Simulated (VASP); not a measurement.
# WAu (F-43m) in VASP: further runs

Aim: see how the results for WAu move with the level of theory and the settings. Levels: PBE, RPBE+D3(BJ), PBEsol+D3(BJ). Tasks: single point.

Program: VASP 6.6.1. These are calculated values, not measurements. Logs are shortened: lines on timing, memory, paths and dates and some standing lists are left out, and cuts for length are marked.

**1. The cell of the first run**

It takes space group F-43m (No. 216, cubic). The conventional cell has a = 5.496 Å, b = 5.496 Å, c = 5.496 Å, α = 90.00°, β = 90.00°, γ = 90.00°. Within 3.1 Å of W (site symmetry -43m) lie 4 Au at 2.38 Å. Au (site symmetry -43m) has 4 W at 2.38 Å within 3.1 Å.

**2. Single point, PBE**

File INCAR:

```
SYSTEM = WAu
ALGO     = Normal         ! electronic algorithm
EDIFF    = 1E-6           ! SCF threshold, eV
ENCUT    = 520            ! plane-wave cutoff, eV
GGA      = PE             ! functional
ISIF     = 2              ! what is computed and relaxed
ISMEAR   = 0              ! smearing method
LASPH    = .True.         ! aspherical terms in the spheres
LCHARG   = .False.        ! write CHGCAR
LREAL    = .False.        ! projectors in reciprocal space
LWAVE    = .False.        ! write WAVECAR
NBANDS   = 20             ! bands
NELM     = 80             ! most SCF steps
PREC     = Accurate       ! precision mode
SIGMA    = 0.025          ! smearing width, eV
```

File KPOINTS:

```
k-points
0
Gamma
  8 8 8
  0 0 0
```

File POSCAR:

```
WAu
1.0
    0.0000000000      2.7479792600      2.7479792600
    2.7479792600      0.0000000000      2.7479792600
    2.7479792600      2.7479792600      0.0000000000
W Au
1 1
Direct
    0.0000000000      0.0000000000      0.0000000000
    0.7500000000      0.7500000000      0.7500000000
```

Potentials or basis: VASP PAW PBE potentials, release 64 (W_sv, Au).

Started as:

```
cat potpaw_PBE.64/W_sv/POTCAR potpaw_PBE.64/Au/POTCAR > POTCAR
mpirun -np 1 vasp_std > vasp.out
```

OUTCAR:

```text
SYSTEM = WAu
   EDIFF = 1E-6
   ENCUT = 520
   GGA = PE
   ISIF = 2
   ISMEAR = 0
   LASPH = .True.
   LREAL = .False.
   NELM = 80
   PREC = Accurate

 ion  position               nearest neighbor table
   1  0.000  0.000  0.000-   2 2.38   2 2.38   2 2.38   2 2.38
   2  0.750  0.750  0.750-   1 2.38   1 2.38   1 2.38   1 2.38

  LATTYP: Found a face centered cubic cell.
 ALAT       =     5.4959585200

  Lattice vectors:

 A1 = (   0.0000000000,   2.7479792600,   2.7479792600)
 A2 = (   2.7479792600,   0.0000000000,   2.7479792600)
 A3 = (   2.7479792600,   2.7479792600,   0.0000000000)

Analysis of symmetry for initial positions (statically):
=====================================================================
 Subroutine PRICEL returns:
 Original cell was already a primitive cell.

 Routine SETGRP: Setting up the symmetry group for a
 face centered cubic supercell.

 Subroutine GETGRP returns: Found 24 space group operations
 (whereof 24 operations were pure point group operations)
 out of a pool of 48 trial point group operations.

The static configuration has the point symmetry T_d .

Analysis of symmetry for dynamics (positions and initial velocities):
=====================================================================
 Subroutine PRICEL returns:
 Original cell was already a primitive cell.

 Routine SETGRP: Setting up the symmetry group for a
 face centered cubic supercell.

 Subroutine GETGRP returns: Found 24 space group operations
 (whereof 24 operations were pure point group operations)
 out of a pool of 48 trial point group operations.

The dynamic configuration has the point symmetry T_d .

 Subroutine INISYM returns: Found 24 space group operations
 (whereof 24 operations are pure point group operations),
 and found     1 'primitive' translations

----------------------------------------------------------------------------------------

                                     Primitive cell

  volume of cell :      41.5021

  direct lattice vectors                    reciprocal lattice vectors
     0.000000000  2.747979260  2.747979260    -0.181951883  0.181951883  0.181951883
     2.747979260  0.000000000  2.747979260     0.181951883 -0.181951883  0.181951883
     2.747979260  2.747979260  0.000000000     0.181951883  0.181951883 -0.181951883

  length of vectors
     3.886229539  3.886229539  3.886229539     0.315149905  0.315149905  0.315149905

  position of ions in fractional coordinates (direct lattice)
[... 77 lines left out ...]
   ENCUT  =  520.0 eV  38.22 Ry    6.18 a.u.   7.23  7.23  7.23*2*pi/ulx,y,z
   NELM   =     80;   NELMIN=  2; NELMDL= -5     # of ELM steps
   EDIFF  = 0.1E-05   stopping-criterion for ELM
   LREAL  =      F    real-space projection
   EDIFFG = 0.1E-04   stopping-criterion for IOM
   NSW    =      0    number of steps for IOM
   IBRION =     -1    ionic relax: 0-MD 1-quasi-New 2-CG
   NFREE  =      0    steps in history (QN), initial steepest desc. (CG)
   ISIF   =      2    stress and relaxation
   ISYM   =      2    0-nonsym 1-usesym 2-fastsym
   POTIM  = 0.5000    time-step for ionic-motion
   TEBEG  =    0.0;   TEEND  =   0.0 temperature during run
   PSTRESS=    0.0 pullay stress
   NELECT =      25.0000    total number of electrons
   NUPDOWN=      -1.0000    fix difference up-down
   EMIN   =  10.00;   EMAX   =-10.00  energy-range for DOS
   EFERMI =   0.00;   METHOD = LEGACY
   ISMEAR =     0;   SIGMA  =   0.03  broadening in eV -4-tet -1-fermi 0-gaus
   EFERMI_NEDOS =   21; number of points for ismear=-14 and -15
   IALGO  =     38    algorithm
   IMIX   =      4    mixing-type and parameters
     AMIX     =   0.40;   BMIX     =  1.00
     AMIX_MAG =   1.60;   BMIX_MAG =  1.00
  volume/ion in A,a.u.               =      20.75       140.04
  Fermi-wavevector in a.u.,A,eV,Ry     =   1.382605  2.612744 26.008842  1.911596
  Thomas-Fermi vector in A             =   2.507280
   LORBIT       =      0    0 simple, 1 ext, 2 COOP (PROOUT), +10 PAW based schemes
   GGA     = PE    functional components
   LHFCALC =     F    Hartree Fock is set to
   AEXX    =    0.0000 exact exchange contribution
   IVDW    =     0    specifies the selected vdW correction
   LEPSILON=     F    determine dielectric tensor
   LRPA    =     F    only Hartree local field effects (RPA)
 non-spin polarized calculation
 Gauss-broadening in eV      SIGMA  =   0.03
  energy-cutoff  :      520.00
  volume of cell :       41.50
 maximum number of plane-waves:      1139
 NGX is ok and might be reduce to    30
   NGX = 15   NGY = 15   NGZ = 15

 number of electron      25.0000000 magnetization

 Free energy of the ion-electron system (eV)
  ---------------------------------------------------
  ext. energy  EPLUGINS =         0.00000000
  ---------------------------------------------------
  free energy    TOTEN  =       -11.63523102 eV

  energy without entropy =      -11.63433934  energy(sigma->0) =      -11.63478518

 E-fermi :   7.5674     XC(G=0): -11.5415

 val. band max:        7.5415856533   @ k =   0.5000   0.2500   0.0000
 cond. band min:       7.5714547578   @ k =  -0.3750   0.2500   0.1250
 fundamental gap:      0.0298691044
 Fermi energy:         7.5674087198

 k-point     1 :       0.0000    0.0000    0.0000
  band No.  band energies     occupation
      1     -66.4340      2.00000
      2     -30.7413      2.00000
      3     -30.7413      2.00000
      4     -30.7413      2.00000
      5      -0.8947      2.00000
      6       0.9333      2.00000
[... 541 lines left out ...]
     19      18.1650      0.00000
     20      22.0259      0.00000

 [... further k-points ...]

------------------------ aborting loop because EDIFF is reached ----------------------------------------

  FORCE on cell =-STRESS in cart. coord.  units (eV):
  Direction    XX          YY          ZZ          XY          YZ          ZX
  --------------------------------------------------------------------------------------
  -------------------------------------------------------------------------------------
  Total        8.5664858      8.5664858      8.5664858      0.0000000      0.0000000      0.0000000
  in kB      330.7066544    330.7066544    330.7066544      0.0000000      0.0000000      0.0000000
  external PRESSURE =     330.7066544 kB  Pullay stress =       0.0000000 kB

 VOLUME and BASIS-vectors are now :
 -----------------------------------------------------------------------------
  energy-cutoff  :      520.00
  volume of cell :       41.50
      direct lattice vectors                 reciprocal lattice vectors
     0.000000000  2.747979260  2.747979260    -0.181951883  0.181951883  0.181951883
     2.747979260  0.000000000  2.747979260     0.181951883 -0.181951883  0.181951883
     2.747979260  2.747979260  0.000000000     0.181951883  0.181951883 -0.181951883

 POSITION                                       TOTAL-FORCE (eV/Angst)
 -----------------------------------------------------------------------------------
      0.00000      0.00000      0.00000        -0.000000     -0.000000     -0.000000
      4.12197      4.12197      4.12197         0.000000      0.000000      0.000000
 -----------------------------------------------------------------------------------
    total drift:                                0.000001      0.000001      0.000001

  FREE ENERGIE OF THE ION-ELECTRON SYSTEM (eV)
  ---------------------------------------------------
  free  energy   TOTEN  =       -11.6352310190 eV

  energy  without entropy=      -11.6343393444  energy(sigma->0) =      -11.63478518
```

OSZICAR:

```text
N       E                     dE             d eps       ncg     rms          rms(c)
DAV:   1     0.203397494741E+03    0.20340E+03   -0.12774E+04  1160   0.128E+03
DAV:   2    -0.660914630154E+01   -0.21001E+03   -0.20309E+03  1292   0.363E+02
DAV:   3    -0.128459928244E+02   -0.62368E+01   -0.61534E+01  1304   0.608E+01
DAV:   4    -0.129034560048E+02   -0.57463E-01   -0.57454E-01  1280   0.615E+00
DAV:   5    -0.129044548365E+02   -0.99883E-03   -0.99882E-03  1300   0.800E-01    0.198E+01
DAV:   6    -0.118452665767E+02    0.10592E+01   -0.29271E+00  1228   0.143E+01    0.101E+01
DAV:   7    -0.116852881231E+02    0.15998E+00   -0.64937E-01  1264   0.666E+00    0.329E+00
DAV:   8    -0.116404102438E+02    0.44878E-01   -0.83213E-02  1232   0.261E+00    0.120E+00
DAV:   9    -0.116352405008E+02    0.51697E-02   -0.81421E-03  1216   0.748E-01    0.109E-01
DAV:  10    -0.116352181297E+02    0.22371E-04   -0.35303E-04  1284   0.168E-01    0.526E-02
DAV:  11    -0.116352313949E+02   -0.13265E-04   -0.21094E-05  1292   0.382E-02    0.754E-03
DAV:  12    -0.116352310190E+02    0.37591E-06   -0.42548E-07   768   0.600E-03
   1 F= -.11635231E+02 E0= -.11634785E+02  d E =-.891675E-03
```

stdout:

```text
POSCAR found type information on POSCAR W Au
 POSCAR found :  2 types and       2 ions
 scaLAPACK will be used
 LDA part: xc-table for (Slater+PW92), standard interpolation
 POSCAR, INCAR and KPOINTS ok, starting setup
 FFT: planning ... GRIDC
 FFT: planning ... GRID_SOFT
 FFT: planning ... GRID
 WAVECAR not read
 entering main loop
```

Run time: 22 s. Hardware: 1 thread of Intel Xeon Platinum 8259CL at 2.50GHz (Skylake/Cascade Lake), shared host; peak memory 0.18 GiB.

Results:

* Free energy: -11.6352 eV
* Pressure: 33.1 GPa

Levels at points of the mesh, in eV from the Fermi level:
```
           k point  band 9  band 10  band 11  band 12  band 13  band 14  band 15  band 16  band 17  band 18
(0.00, 0.00, 0.00)   -6.29    -6.29    -0.82    -0.82    -0.82     2.17     2.17     9.24    11.82    11.82
(0.50, 0.00, 0.00)   -6.38    -5.55    -2.17    -0.18    -0.18     1.86     1.86     2.65     8.89     9.12
(0.50, 0.50, 0.00)   -5.66    -4.19    -3.16     0.42     1.51     2.02     2.02     3.71     3.77     3.77
```

Caveat: spin-orbit coupling is left out, which moves the levels of the heavy elements.

**3. Single point, PBE**

File INCAR:

```
SYSTEM = WAu
PREC = Accurate ; ENCUT = 520
EDIFF = 1E-6 ; ISMEAR = 0
SIGMA = 0.026000000000000002 ; LREAL = .FALSE.
LASPH = .TRUE. ; NELM = 80
ALGO = Normal ; ISIF = 2
LWAVE = .FALSE. ; LCHARG = .TRUE.
GGA = PE ; LELF = .TRUE.
LVHAR = .TRUE. ; NBANDS = 20
```

File KPOINTS:

```
Automatic mesh
0
G
  8 8 8
  0 0 0
```

POSCAR is that of step 2.

Potentials or basis: VASP PAW PBE potentials, release 64 (W_sv, Au).

Started as:

```
cat potpaw_PBE.64/W_sv/POTCAR potpaw_PBE.64/Au/POTCAR > POTCAR
mpirun -np 1 vasp_std > vasp.out
```

It took 23 s on 1 thread of Intel Xeon Platinum 8259CL at 2.50GHz (Skylake/Cascade Lake), shared host; peak memory 0.18 GiB.

Results (log left out):

- Free energy: -11.6353 eV
- Pressure: 33.1 GPa

Levels at points of the mesh, in eV from the Fermi level:
```
           k point  band 11  band 12  band 13  band 14  band 15  band 16
(0.00, 0.00, 0.00)    -0.82    -0.82    -0.82     2.17     2.17     9.24
(0.50, 0.00, 0.00)    -2.17    -0.18    -0.18     1.86     1.86     2.65
(0.50, 0.50, 0.00)    -3.16     0.42     1.51     2.02     2.02     3.71
```

Caveat: spin-orbit coupling is left out, which moves the levels of the heavy elements.

[end of part 1 of 2]
